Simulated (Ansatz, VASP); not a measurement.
**Two plane-wave programs on Sc3Al**

INCAR

```
SYSTEM = Sc3Al
ALGO = Normal
EDIFF = 1E-7
ENCUT = 520
ISIF = 2
ISMEAR = -1
LASPH = .True.
LCHARG = .False.
LREAL = .False.
LWAVE = .False.
NBANDS = 26
NELM = 80
PREC = Accurate
SIGMA = 0.1
```

File KPOINTS:

```
k-points
0
Gamma
  5 5 5
  0 0 0
```

The input POSCAR:

```
Sc3Al
1.0
    4.4319878200      0.0000000000      0.0000000000
    0.0000000000      4.4319878200      0.0000000000
    0.0000000000      0.0000000000      4.4319878200
Sc Al
3 1
Direct
    0.5000000000      0.0000000000      0.5000000000
    0.0000000000      0.5000000000      0.5000000000
    0.5000000000      0.5000000000      0.0000000000
    0.0000000000      0.0000000000      0.0000000000
```

Input for Ansatz:

```yaml
crystal:
  lattice:
    - [4.43198782, 0.0, 0.0]
    - [0.0, 4.43198782, 0.0]
    - [0.0, 0.0, 4.43198782]
  atoms:
    - { symbol: Sc, position: [0.5, 0.0, 0.5] }
    - { symbol: Sc, position: [0.0, 0.5, 0.5] }
    - { symbol: Sc, position: [0.5, 0.5, 0.0] }
    - { symbol: Al, position: [0.0, 0.0, 0.0] }
kpoints:
  mp_grid:
    grid: [5, 5, 5]
hamiltonian:
  xc: lda
scf:
  occupations:
    method: fermi_dirac
    width: 0.1
output:
  stress: true
```

Alike in both runs: task single point; functional LDA; k mesh 5 × 5 × 5; occupations fermi-dirac, width 0.1 eV; no spin polarisation.

|  | VASP | Ansatz |
| --- | --- | --- |
| version | VASP 6.6.1 | Ansatz 0.2.0 |
| potentials or method | VASP PAW LDA potentials, release 64 (Sc_sv, Al) | plane waves, PAW |
| plane-wave cutoff (eV) | 520 | 420 |
| valence electrons in the cell | 36 | 36 |

Ansatz gave:

```
pressure (GPa) : -4.9
```

**Question.** What did VASP give for the same quantities?

**Answer.** Pressure (GPa): -4.8.

LDA's correlation is that of Perdew and Zunger in VASP and of Perdew and Wang (1992) in Ansatz.
